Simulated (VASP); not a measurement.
# AlN (wurtzite) (P6_3mc) in VASP: vibrations by perturbation theory with LDA

Aim: the vibrations by perturbation theory of AlN (wurtzite) with LDA.

Everything below comes from runs of VASP 6.6.1. Logs are shortened: lines on timing, memory, paths and dates and some standing lists are left out, and cuts for length are marked.

### Step 1. The cell of the first run

It takes space group P6_3mc (No. 186, hexagonal). The conventional cell has a = 3.089 Å, b = 3.089 Å, c = 4.943 Å, α = 90.00°, β = 90.00°, γ = 120.00°. Within 2.5 Å of Al (site symmetry 3m) lie 4 N at 1.88 to 1.89 Å. Within 2.5 Å of N (site symmetry 3m) lie 4 Al at 1.88 to 1.89 Å.

### Step 2. Vibrations by perturbation theory, LDA

Contents of INCAR:

```
SYSTEM = AlN
PREC     = Accurate       ! precision mode
ENCUT    = 520            ! plane-wave cutoff, eV
EDIFF    = 1E-8           ! SCF threshold, eV
ISMEAR   = 0              ! smearing method
SIGMA    = 0.01           ! smearing width, eV
LREAL    = .FALSE.        ! projectors in reciprocal space
LASPH    = .TRUE.         ! aspherical terms in the spheres
NELM     = 60             ! most SCF steps
ALGO     = Normal         ! electronic algorithm
ISIF     = 2              ! what is computed and relaxed
LWAVE    = .FALSE.        ! write WAVECAR
LCHARG   = .FALSE.        ! write CHGCAR
GGA      = CA             ! functional
NBANDS   = 16             ! bands
IBRION   = 8              ! ionic algorithm
NSW      = 1              ! ionic steps
LEPSILON = .TRUE.         ! dielectric tensor by DFPT
```

Contents of KPOINTS:

```
Automatic mesh
0
G
  8 8 5
  0 0 0
```

Contents of POSCAR:

```
AlN
1.0
    3.0887828234      0.0000000000      0.0000000000
   -1.5443914117      2.6749643918      0.0000000000
    0.0000000000      0.0000000000      4.9433073469
Al N
2 2
Direct
    0.3333333333      0.6666666667      0.0000034427
    0.6666666667      0.3333333333      0.5000034427
    0.3333333333      0.6666666667      0.3819965573
    0.6666666667      0.3333333333      0.8819965573
```

Potentials or basis: VASP PAW LDA potentials, release 64 (Al, N).

Command:

```console
$ cat potpaw_LDA.64/Al/POTCAR potpaw_LDA.64/N/POTCAR > POTCAR
$ mpirun -np 1 vasp_std > vasp.out
```

OUTCAR:

```text
SYSTEM = AlN
   PREC = Accurate
   ENCUT = 520
   EDIFF = 1E-8
   ISMEAR = 0
   LREAL = .FALSE.
   LASPH = .TRUE.
   NELM = 60
   ISIF = 2
   GGA = CA
   IBRION = 8
   NSW = 1
   LEPSILON = .TRUE.

 ion  position               nearest neighbor table
   1  0.333  0.667  0.000-   4 1.88   4 1.88   4 1.88   3 1.89   2 3.05   2 3.05   2 3.05   2 3.05
                             2 3.05   2 3.05
   2  0.667  0.333  0.500-   3 1.88   3 1.88   3 1.88   4 1.89   1 3.05   1 3.05   1 3.05   1 3.05
                             1 3.05   1 3.05
   3  0.333  0.667  0.382-   2 1.88   2 1.88   2 1.88   1 1.89
   4  0.667  0.333  0.882-   1 1.88   1 1.88   1 1.88   2 1.89

  LATTYP: Found a hexagonal cell.
 ALAT       =     3.0887828234
 C/A-ratio  =     1.6004062537

  Lattice vectors:

 A1 = (   3.0887828234,   0.0000000000,   0.0000000000)
 A2 = (  -1.5443914117,   2.6749643918,   0.0000000000)
 A3 = (   0.0000000000,   0.0000000000,   4.9433073469)

Analysis of symmetry for initial positions (statically):
=====================================================================
 Subroutine PRICEL returns:
 Original cell was already a primitive cell.

 Routine SETGRP: Setting up the symmetry group for a
 hexagonal supercell.

 Subroutine GETGRP returns: Found 12 space group operations
 (whereof  6 operations were pure point group operations)
 out of a pool of 24 trial point group operations.

The static configuration has the point symmetry C_3v.
 The point group associated with its full space group is C_6v.

Analysis of symmetry for dynamics (positions and initial velocities):
=====================================================================
 Subroutine PRICEL returns:
 Original cell was already a primitive cell.

 Routine SETGRP: Setting up the symmetry group for a
 hexagonal supercell.

 Subroutine GETGRP returns: Found 12 space group operations
 (whereof  6 operations were pure point group operations)
 out of a pool of 24 trial point group operations.

The dynamic configuration has the point symmetry C_3v.
 The point group associated with its full space group is C_6v.

 Subroutine INISYM returns: Found 12 space group operations
 (whereof  6 operations are pure point group operations),
 and found     1 'primitive' translations

----------------------------------------------------------------------------------------

                                     Primitive cell

  volume of cell :      40.8435

  direct lattice vectors                    reciprocal lattice vectors
     3.088782823  0.000000000  0.000000000     0.323752124  0.186918376  0.000000000
    -1.544391412  2.674964392  0.000000000     0.000000000  0.373836752  0.000000000
     0.000000000  0.000000000  4.943307347     0.000000000  0.000000000  0.202293713

  length of vectors
     3.088782823  3.088782823  4.943307347     0.373836752  0.373836752  0.202293713

  position of ions in fractional coordinates (direct lattice)
     0.333333333  0.666666667  0.000003443
     0.666666667  0.333333333  0.500003443
     0.333333333  0.666666667  0.381996557
     0.666666667  0.333333333  0.881996557

[... 651 lines left out ...]
     0.00000  0.25468  0.00000
     0.00000  0.00000 -0.37652

[... ionic steps 4 to 9 ...]

--------------------------------------- Ionic step       10  -------------------------------------------

------------------------ aborting loop because EDIFF is reached ----------------------------------------

[... ionic steps 11 to 11 ...]

--------------------------------------- Ionic step       12  -------------------------------------------

 Free energy of the ion-electron system (eV)
  ---------------------------------------------------
  ---------------------------------------------------
  free energy    TOTEN  =        -0.25070646 eV

  energy without entropy =       -0.25070646

------------------------ aborting loop because EDIFF is reached ----------------------------------------

 INTERNAL STRAIN TENSOR  FOR ION    3  DIRECTION 3   (eV/Angst):
 -----------------------------------------------------------------------------
     5.98250  0.00000  0.00000
     0.00000  5.98250  0.00000
     0.00000  0.00000-13.23819

 MACROSCOPIC STATIC DIELECTRIC TENSOR (including local field effects in DFT)
 ------------------------------------------------------
           4.402622    -0.000000     0.000000
           0.000000     4.402622     0.000000
           0.000000     0.000000     4.620397
 ------------------------------------------------------

 PIEZOELECTRIC TENSOR (including local field effects)  for field in x, y, z        (e  Angst)
          XX          YY          ZZ          XY          YZ          ZX
  --------------------------------------------------------------------------------
  x     0.00000    -0.00000     0.00000     0.00000     0.00000     0.85109
  y     0.00000    -0.00000     0.00000     0.00000     0.85109     0.00000
  z     0.64925     0.64925    -0.95985     0.00000     0.00000     0.00000

 PIEZOELECTRIC TENSOR (including local field effects)  for field in x, y, z        (C/m^2)
          XX          YY          ZZ          XY          YZ          ZX
  --------------------------------------------------------------------------------
  x     0.00000    -0.00000     0.00000     0.00000     0.00000     0.33386
  y     0.00000    -0.00000     0.00000     0.00000     0.33386     0.00000
  z     0.25468     0.25468    -0.37652     0.00000     0.00000     0.00000

 BORN EFFECTIVE CHARGES (including local field effects) (in |e|, cummulative output)
 ---------------------------------------------------------------------------------
 ion    1
    1     2.50987     0.00000     0.00000
    2     0.00000     2.50987    -0.00000
    3     0.00000     0.00000     2.67194
 ion    2
    1     2.50987    -0.00000     0.00000
    2     0.00000     2.50987     0.00000
    3     0.00000    -0.00000     2.67194
 ion    3
    1    -2.50987     0.00000     0.00000
    2     0.00000    -2.50987    -0.00000
    3     0.00000    -0.00000    -2.67194
 ion    4
    1    -2.50987    -0.00000     0.00000
    2     0.00000    -2.50987    -0.00000
    3     0.00000     0.00000    -2.67194

 INTERNAL STRAIN TENSOR FOR ION    4 for displacements in x,y,z  (eV/Angst):
          X           Y           Z          XY          YZ          ZX
  --------------------------------------------------------------------------------
  x     0.00000     0.00000     0.00000    11.24807     0.00000     5.72486
  y    11.24807   -11.24807     0.00000     0.00000     5.73234    -0.00000
  z     5.98250     5.98250   -13.23819     0.00000     0.00000     0.00000

 SECOND DERIVATIVES (NOT SYMMETRIZED)
 ------------------------------------
               1X          1Y          1Z          2X          2Y          2Z          3X          3Y          3Z          4X          4Y          4Z
  1X   -16.564340    0.000000    0.000000    0.678013   -0.000000   -0.000000    1.481498    0.000000    0.000000   14.404828   -0.000000    0.000000
  1Y    -0.000000  -16.564340    0.000000    0.000000    0.678013    0.000000    0.000000    1.481498    0.000000    0.000000   14.404828    0.000000
  1Z    -0.000000    0.000000  -21.934376    0.000000    0.000000    8.633164    0.000000    0.000000    6.788362   -0.000000    0.000000    6.512850
  2X     0.678013    0.000000    0.000000  -16.564340    0.000000    0.000000   14.404828   -0.000000    0.000000    1.481498   -0.000000   -0.000000
  2Y    -0.000000    0.678013    0.000000    0.000000  -16.564340    0.000000    0.000000   14.404828    0.000000    0.000000    1.481498    0.000000
  2Z    -0.000000    0.000000    8.633164    0.000000    0.000000  -21.934376    0.000000    0.000000    6.512850    0.000000   -0.000000    6.788362
  3X     1.480807    0.000000    0.000000   14.401906   -0.000000   -0.000000  -16.630452    0.000000   -0.000000    0.747739    0.000000   -0.000000
  3Y     0.000000    1.480807    0.000000    0.000000   14.401906    0.000000   -0.000000  -16.630452    0.000000    0.000000    0.747739    0.000000
  3Z     0.000000    0.000000    6.765923    0.000000   -0.000000    6.525057    0.000000    0.000000  -20.489920    0.000000    0.000000    7.198941
  4X    14.401906    0.000000    0.000000    1.480807    0.000000   -0.000000    0.747739   -0.000000    0.000000  -16.630452    0.000000    0.000000
  4Y     0.000000   14.401906    0.000000    0.000000    1.480807   -0.000000    0.000000    0.747739    0.000000    0.000000  -16.630452    0.000000
  4Z    -0.000000    0.000000    6.525057    0.000000    0.000000    6.765923    0.000000    0.000000    7.198941    0.000000    0.000000  -20.489920

 Eigenvectors and eigenvalues of the dynamical matrix
 ----------------------------------------------------

   1 f  =   21.986023 THz   138.142256 2PiTHz  733.374783 cm-1    90.926844 meV
             X         Y         Z           dx          dy          dz
     -0.000000  1.783310  0.000017    -0.000000    0.000000    0.011116
      1.544391  0.891655  2.471671    -0.000000    0.000000   -0.011116
     -0.000000  1.783310  1.888326     0.000000   -0.000000   -0.707019
      1.544391  0.891655  4.359980     0.000000   -0.000000    0.707019
[... 71 lines left out ...]
  12 f/i=    0.003427 THz     0.021530 2PiTHz    0.114301 cm-1     0.014172 meV
             X         Y         Z           dx          dy          dz
     -0.000000  1.783310  0.000017    -0.000000   -0.000000    0.573668
      1.544391  0.891655  2.471671    -0.000000   -0.000000    0.573668
     -0.000000  1.783310  1.888326    -0.000000   -0.000000    0.413407
      1.544391  0.891655  4.359980    -0.000000   -0.000000    0.413407

--------------------------------------------------------------------------------------------------------

 MACROSCOPIC STATIC DIELECTRIC TENSOR IONIC CONTRIBUTION
 ------------------------------------------------------
           3.513989    -0.000000     0.000000
          -0.000000     3.513989     0.000000
           0.000000     0.000000     4.757747
 ------------------------------------------------------

 ELASTIC MODULI CONTR FROM IONIC RELAXATION (kBar)
 Direction    XX          YY          ZZ          XY          YZ          ZX
 --------------------------------------------------------------------------------
 XX        -790.3720    366.7141    468.6853     -0.0000      0.0000     -0.0000
 YY         366.7141   -790.3720    468.6853     -0.0000     -0.0000     -0.0000
 ZZ         468.6853    468.6853  -1036.9968      0.0000     -0.0000      0.0000
 XY          -0.0000     -0.0000      0.0000   -578.5431     -0.0000     -0.0000
 YZ           0.0000     -0.0000     -0.0000     -0.0000   -148.3577      0.0000
 ZX          -0.0000     -0.0000      0.0000     -0.0000      0.0000   -158.3972
 --------------------------------------------------------------------------------

 PIEZOELECTRIC TENSOR IONIC CONTR  for field in x, y, z        (C/m^2)
          XX          YY          ZZ          XY          YZ          ZX
  --------------------------------------------------------------------------------
  x    -0.00000    -0.00000     0.00000    -0.00000     0.00000    -0.70201
  y     0.00000    -0.00000     0.00000    -0.00000    -0.67940     0.00000
  z    -0.94464    -0.94464     2.09007    -0.00000     0.00000    -0.00000
```

It took 4.1 min on 1 thread of Intel Xeon Platinum 8488C (Sapphire Rapids), shared host; peak memory 0.33 GiB.

Results:

```
Electronic dielectric tensor (diagonal)                 : 4.40, 4.40, 4.62
Born charges (mean of the diagonal)                     : Al +2.56; N -2.56 e
Highest phonon frequency at Γ, LO-TO splitting left out : 733 cm⁻¹
```

Phonon frequencies in cm⁻¹ (negative: imaginary):
| q point | frequencies |
| --- | --- |
| (0.000, 0.000, 0.000) | 0 0 0 239 239 555 626 674 674 685 685 733 |

Electronic dielectric tensor:
```
4.40 0.00 0.00
0.00 4.40 0.00
0.00 0.00 4.62
```

Born effective charge tensors (e):
atom 1, Al
```
2.51 0.00 0.00
0.00 2.51 0.00
0.00 0.00 2.67
```
atom 2, Al
```
2.51 0.00 0.00
0.00 2.51 0.00
0.00 0.00 2.67
```
atom 3, N
```
-2.51  0.00  0.00
 0.00 -2.51  0.00
 0.00  0.00 -2.67
```
atom 4, N
```
-2.51  0.00  0.00
 0.00 -2.51  0.00
 0.00  0.00 -2.67
```
